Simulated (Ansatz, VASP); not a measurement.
# AlN in VASP and in Ansatz

INCAR

```
PREC     = Accurate       # precision mode
ENCUT    = 520            # plane-wave cutoff, eV
EDIFF    = 1E-6           # SCF threshold, eV
ISMEAR   = 0              # smearing method
SIGMA    = 0.05           # smearing width, eV
LREAL    = F              # projectors in reciprocal space
LASPH    = T              # aspherical terms in the spheres
NELM     = 80             # most SCF steps
ALGO     = Normal         # electronic algorithm
ISIF     = 2              # what is computed and relaxed
LWAVE    = F              # write WAVECAR
LCHARG   = F              # write CHGCAR
GGA      = PE             # functional
NBANDS   = 26             # bands
```

KPOINTS

```
Automatic mesh
0
Gamma
  8 6 4
```

Contents of POSCAR:

```
AlN
1.0
   -1.6567491617      2.8695737234      0.0000000000
    0.0000000000      0.0000000000      4.1874629526
    4.9702474850      2.8695737234      0.0000000000
Al N
4 4
Direct
    0.3910157285      0.7500000000      0.2317419774
    0.0000000000      0.7500000000      0.6666666667
    0.0000000000      0.2500000000      0.3333333333
    0.5000000000      0.2500000000      0.8333333333
    0.5000000000      0.2500000000      0.1666666667
    0.0000000000      0.2500000000      0.6666666667
    0.0000000000      0.7500000000      0.3333333333
    0.5000000000      0.7500000000      0.8333333333
```

Input for Ansatz:

```yaml
crystal:
  lattice:
    - [-1.6567491617, 2.8695737234, 0.0]
    - [0.0, 0.0, 4.1874629526]
    - [4.970247485, 2.8695737234, 0.0]
  atoms:
    - { symbol: Al, position: [0.3910157285, 0.75, 0.2317419774] }
    - { symbol: Al, position: [0.0, 0.75, 0.6666666667] }
    - { symbol: Al, position: [0.0, 0.25, 0.3333333333] }
    - { symbol: Al, position: [0.5, 0.25, 0.8333333333] }
    - { symbol: "N", position: [0.5, 0.25, 0.1666666667] }
    - { symbol: "N", position: [0.0, 0.25, 0.6666666667] }
    - { symbol: "N", position: [0.0, 0.75, 0.3333333333] }
    - { symbol: "N", position: [0.5, 0.75, 0.8333333333] }
basis:
  ecutwfc: 420
kpoints:
  mp_grid: { grid: [8, 6, 4] }
hamiltonian:
  xc: pbe
  pseudopotentials: { kind: paw, azcp: { folder: soft_1 } }
scf:
  occupations: { method: gaussian, width: 0.05 }
output:
  forces: true
  stress: true
  eigenvalues: true
```

Alike in both runs: task single point; functional PBE; k mesh 8 × 6 × 4; occupations gaussian, width 0.05 eV; no spin polarisation.

|  | VASP | Ansatz |
| --- | --- | --- |
| version | VASP 6.6.1 | Ansatz 0.2.0 |
| potentials or method | VASP PAW PBE potentials, release 64 (Al, N), cutoff 520 eV | scalar-relativistic, plane waves, PAW |
| valence electrons in the cell | 32 | 32 |

|  | VASP | Ansatz | Ansatz less VASP |
| --- | --- | --- | --- |
| gap on the k mesh at the Fermi level (eV) | 2.71 | 2.71 | -0.003 |
| least direct gap on the mesh (eV) | 2.71 | 2.71 | -0.003 |
| pressure (GPa) | 17.2 | 17.3 | +0.14 |
| traceless stress, the component that is largest in VASP (GPa) | -28.10 | -28.06 | +0.036 |
| rms of the force components (eV/Å) | 6.531 | 6.527 | -0.0038 |

Atom by atom the forces differ by 0.006 eV/Å (rms over components).
